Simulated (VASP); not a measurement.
# Lu (Pm-3m) in VASP: further runs, part 2 of 2

VASP 6.6.1.

## Step 4: Relaxation of cell and atoms, PBE, target pressure 100 GPa, at which the enthalpy is minimised

This run uses another cell than the first one, of 14.65 Å³/atom.

Contents of INCAR:

```
SYSTEM = Lu
ALGO     = Normal         ! electronic algorithm
EDIFF    = 1E-7           ! SCF threshold, eV
EDIFFG   = -0.005         ! ionic threshold
ENCUT    = 600            ! plane-wave cutoff, eV
GGA      = PE             ! functional
IBRION   = 2              ! ionic algorithm
ISIF     = 3              ! what is computed and relaxed
ISMEAR   = -1             ! smearing method
LASPH    = .True.         ! aspherical terms in the spheres
LCHARG   = .False.        ! write CHGCAR
LREAL    = .False.        ! projectors in reciprocal space
LWAVE    = .False.        ! write WAVECAR
NELM     = 80             ! most SCF steps
NSW      = 60             ! ionic steps
PREC     = Accurate       ! precision mode
PSTRESS  = 1000.0       
SIGMA    = 0.05           ! smearing width, eV
```

Contents of KPOINTS:

```
k-points
0
Gamma
  15 15 15
  0 0 0
```

Contents of POSCAR:

```
Lu
1.0
    2.4466135940      0.0000000000      0.0000000000
    0.0000000000      2.4466135940      0.0000000000
    0.0000000000      0.0000000000      2.4466135940
Lu
1
Direct
    0.0000000000      0.0000000000      0.0000000000
```

Potentials or basis: VASP PAW PBE potentials, release 64 (Lu).

On the command line:

```bash
$ cat potpaw_PBE.64/Lu/POTCAR > POTCAR
$ mpirun -np 1 vasp_std > vasp.out
```

OUTCAR:

```text
SYSTEM = Lu
   EDIFF = 1E-7
   EDIFFG = -0.005
   ENCUT = 600
   GGA = PE
   IBRION = 2
   ISIF = 3
   ISMEAR = -1
   LASPH = .True.
   LREAL = .False.
   NELM = 80
   NSW = 60
   PREC = Accurate
   PSTRESS = 1000.0

 ion  position               nearest neighbor table
   1  0.000  0.000  0.000-

  LATTYP: Found a simple cubic cell.
 ALAT       =     2.4466135940

  Lattice vectors:

 A1 = (   2.4466135940,   0.0000000000,   0.0000000000)
 A2 = (   0.0000000000,   2.4466135940,   0.0000000000)
 A3 = (   0.0000000000,   0.0000000000,   2.4466135940)

Analysis of symmetry for initial positions (statically):
=====================================================================
 Subroutine PRICEL returns:
 Original cell was already a primitive cell.

 Routine SETGRP: Setting up the symmetry group for a
 simple cubic supercell.

 Subroutine GETGRP returns: Found 48 space group operations
 (whereof 48 operations were pure point group operations)
 out of a pool of 48 trial point group operations.

The static configuration has the point symmetry O_h .

[... 162 lines left out ...]

  FORCE on cell =-STRESS in cart. coord.  units (eV):
  Direction    XX          YY          ZZ          XY          YZ          ZX
  --------------------------------------------------------------------------------------
  -------------------------------------------------------------------------------------
  Total        9.6397417      9.6397417      9.6397417      0.0000000      0.0000000     -0.0000000
  in kB     1054.5807186   1054.5807186   1054.5807186      0.0000000      0.0000000     -0.0000000
  external PRESSURE =      54.5807186 kB  Pullay stress =    1000.0000000 kB
[... 98 lines left out ...]
--------------------------------------- Ionic step        4  -------------------------------------------

 number of electron      24.9999987 magnetization

 Free energy of the ion-electron system (eV)
  ---------------------------------------------------
  ext. energy  EPLUGINS =         0.00000000
  ---------------------------------------------------
  free energy    TOTEN  =        -0.80610977 eV

  energy without entropy =       -0.79568765  energy(sigma->0) =       -0.80089871

 E-fermi :   5.3602     XC(G=0): -14.4216

 val. band max:        5.3460599254   @ k =   0.4000   0.3333   0.0000
 cond. band min:       5.3682706957   @ k =   0.4667   0.4667   0.2667
 fundamental gap:      0.0222107702
 Fermi energy:         5.3602359564

 k-point     1 :       0.0000    0.0000    0.0000
  band No.  band energies     occupation
      1     -51.3135      2.00000
      2     -19.7994      2.00000
      3     -19.7994      2.00000
      4     -19.7994      2.00000
      5      -1.3800      2.00000
      6       0.1540      2.00000
[... 433 lines left out ...]
      3     -21.0943      2.00000
      4     -19.2914      2.00000
      5      -0.1035      2.00000
      6      -0.0177      2.00000
[... 8 lines left out ...]
     15      11.7662      0.00000
     16      12.2104      0.00000

 [... further k-points ...]

------------------------ aborting loop because EDIFF is reached ----------------------------------------

  FORCE on cell =-STRESS in cart. coord.  units (eV):
  Direction    XX          YY          ZZ          XY          YZ          ZX
  --------------------------------------------------------------------------------------
  -------------------------------------------------------------------------------------
  Total        9.2775340      9.2775340      9.2775340      0.0000000      0.0000000      0.0000000
  in kB      999.9168897    999.9168897    999.9168897      0.0000000      0.0000000      0.0000000
  external PRESSURE =      -0.0831103 kB  Pullay stress =    1000.0000000 kB
[... 20 lines left out ...]
  energy  without entropy=       -0.7956876503  energy(sigma->0) =       -0.80089871

  enthalpy is  TOTEN    =         8.4721953477 eV   P V=        9.2783051135

 reached required accuracy - stopping structural energy minimisation
```

OSZICAR:

```text
N       E                     dE             d eps       ncg     rms          rms(c)
DAV:   1     0.646149148470E+02    0.64615E+02   -0.11219E+04  4728   0.579E+03
DAV:   2     0.253234971003E+01   -0.62083E+02   -0.60975E+02  4016   0.358E+02
DAV:   3    -0.818129856938E+00   -0.33505E+01   -0.33163E+01  4480   0.687E+01
[... 44 lines left out ...]
DAV:   4    -0.806096348327E+00   -0.62991E-05   -0.75751E-06  6496   0.181E-02    0.121E-02
DAV:   5    -0.806109336495E+00   -0.12988E-04   -0.23193E-05  7200   0.463E-02    0.102E-03
DAV:   6    -0.806109569867E+00   -0.23337E-06   -0.57891E-07  4488   0.492E-03    0.112E-03
DAV:   7    -0.806109733368E+00   -0.16350E-06   -0.15168E-07  3688   0.367E-03    0.439E-04
DAV:   8    -0.806109765852E+00   -0.32484E-07   -0.23903E-08  2232   0.154E-03
   4 F= 0.84721953E+01 E0= 0.84774064E+01  d E =-.368146E-02
```

Wall time 72 s (1 thread of AMD EPYC 9R45 (Zen 5), shared host); peak memory 0.14 GiB.

What came out:

```yaml
Free_energy: -0.8061 eV
Relaxed_volume: 14.87 Å³/atom
Relaxed_cell: a = 2.459 Å, b = 2.459 Å, c = 2.459 Å, α = 90.00°, β = 90.00°, γ = 90.00°
Space_group_after_relaxing_to_0.1_Å: Pm-3m (No. 221)
Energy_change_on_relaxing_the_run_minimises_the_enthalpy: -141.2 meV/atom
Ionic_steps: 4
Pressure_after_relaxing: 100.0 GPa
Band_gap_on_the_k_mesh: zero (an odd number of electrons rules out a gap without spin polarisation)
```

Step by step:
| step | energy change (eV) | largest force (eV/Å) | pressure (GPa) | volume (Å³) |
| --- | --- | --- | --- | --- |
| 1 | 0.0000 | 0.0000 | 105.46 | 14.65 |
| 2 | -0.6294 | 0.0000 | 82.10 | 15.73 |
| 3 | -0.1453 | 0.0000 | 99.84 | 14.87 |
| 4 | -0.1412 | 0.0000 | 99.99 | 14.87 |

Final structure:
```
Lu
1.0
     2.45882    0.00000    0.00000
     0.00000    2.45882    0.00000
     0.00000    0.00000    2.45882
Lu
1
Cartesian
  0.0000 0.0000 0.0000
```

Levels at points of the mesh, in eV from the Fermi level:
```tsv
k point	band 10	band 11	band 12	band 13	band 14	band 15
(0.00, 0.00, 0.00)	-5.00	-5.00	-4.88	-2.34	-2.34	12.50
```

Caveat: the cell is relaxed towards a set pressure, so the run minimises the enthalpy, not the energy; spin-orbit coupling is left out, which moves the levels of the heavy elements.

## Step 5: Relaxation of cell and atoms, PBE, target pressure 100 GPa, at which the enthalpy is minimised

Contents of INCAR:

```
  ALGO = Normal
  EDIFF = 1E-7
  EDIFFG = -0.005
  ENCUT = 600
  GGA = PE
  IBRION = 2
  ISIF = 3
  ISMEAR = -1
  LASPH = True
  LCHARG = False
  LREAL = False
  LWAVE = False
  NELM = 80
  NSW = 32
  PREC = Accurate
  PSTRESS = 1000.0
  SIGMA = 0.05
```

Contents of KPOINTS:

```
k-points
0
Gamma
  15 15 15
```

Contents of POSCAR:

```
Lu
1.0
    2.4495528776      0.0000000000      0.0000000000
    0.0000000000      2.4495528776      0.0000000000
    0.0000000000      0.0000000000      2.4495528776
Lu
1
Direct
    0.0000000000      0.0000000000      0.0000000000
```

On the command line:

```bash
$ cat potpaw_PBE.64/Lu/POTCAR > POTCAR
$ mpirun -np 1 vasp_std > vasp.out
```

Wall time 70 s (1 thread of AMD EPYC 9R45 (Zen 5), shared host); peak memory 0.14 GiB.

Results (log left out):

| Property | Result |
| --- | --- |
| Free energy | -0.8059 eV |
| Relaxed volume | 14.87 Å³/atom |
| Relaxed cell | a = 2.459 Å, b = 2.459 Å, c = 2.459 Å, α = 90.00°, β = 90.00°, γ = 90.00° |
| Space group after relaxing (to 0.1 Å) | Pm-3m (No. 221) |
| Energy change on relaxing (the run minimises the enthalpy) | -106.4 meV/atom |
| Ionic steps | 4 |
| Pressure after relaxing | 99.9 GPa |
| Band gap on the k mesh | zero (an odd number of electrons rules out a gap without spin polarisation) |

Step by step:
```tsv
step	energy change (eV)	largest force (eV/Å)	pressure (GPa)	volume (Å³)
1	0.0000	0.0000	104.14	14.70
2	-0.4859	0.0000	86.07	15.52
3	-0.1086	0.0000	99.93	14.87
4	-0.1064	0.0000	99.95	14.87
```

Final structure:
```
Lu
1.0
     2.45880    0.00000    0.00000
     0.00000    2.45880    0.00000
     0.00000    0.00000    2.45880
Lu
1
Direct
  0.00000 0.00000 0.00000
```

Levels at points of the mesh, in eV from the Fermi level:
| k point | band 9 | band 10 | band 11 | band 12 | band 13 | band 14 | band 15 | band 16 |
| --- | --- | --- | --- | --- | --- | --- | --- | --- |
| (0.00, 0.00, 0.00) | -5.00 | -5.00 | -5.00 | -4.88 | -2.34 | -2.34 | 12.50 | 12.50 |

Caveat: the cell is relaxed towards a set pressure, so the run minimises the enthalpy, not the energy; spin-orbit coupling is left out, which moves the levels of the heavy elements.

## Step 6: Overview

| task | cell | cutoff (eV) | gap on the mesh (eV) | pressure (GPa) |
| --- | --- | --- | --- | --- |
| single point | a = 2.450 Å, 1 atom | 520 | none | 103.8 |
| relaxation of cell and atoms | relaxed to 100 GPa from a = 2.447 Å, 1 atom | 600 | none | 100.0 |
| relaxation of cell and atoms | relaxed to 100 GPa from a = 2.450 Å, 1 atom | 600 | none | 99.9 |

Alike in all rows: level PBE; potentials or basis VASP PAW PBE potentials, release 64 (Lu); no spin polarisation; k mesh 15 × 15 × 15; smearing fermi-dirac 0.05 eV.

Caveats: spin-orbit coupling is left out, which moves the levels of the heavy elements; the cell is relaxed towards a set pressure, so the run minimises the enthalpy, not the energy (at least some runs); the cell stands under pressure (at least some runs).

Total energies depend on the potentials used, so only differences within one code and one set of settings carry meaning.
